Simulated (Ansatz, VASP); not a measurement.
One calculation of HgTe, two programs

```
Hg Te
1.0
     0.00000    3.23000    3.23000
     3.23000    0.00000    3.23000
     3.23000    3.23000    0.00000
Hg Te
1 1
Direct
  0.00000 0.00000 0.00000
  0.75000 0.75000 0.75000
```

Alike in both runs: task single point; functional PBE; k mesh 6 × 6 × 6; occupations fermi-dirac, width 0.05 eV; no spin polarisation.

|  | VASP | Ansatz |
| --- | --- | --- |
| version | VASP 6.6.1 | Ansatz 0.2.0 |
| potentials or method | VASP PAW PBE potentials, release 64 (Hg, Te), cutoff 500 eV | PAW, plane waves, scalar-relativistic |
| valence electrons in the cell | 18 | 36 |

Ansatz gave:

| Quantity | Value |
| --- | --- |
| pressure (GPa) | 3.8 |

Task: Which values does VASP return?

Result: Pressure (GPa): 3.9.

With one functional, cell and mesh, what is left measures potentials, basis and numerics. VASP's potentials hold 18 valence electrons a cell and Ansatz's 36, so a difference there can come from the potentials and not from the codes.

Spin-orbit coupling is off throughout.
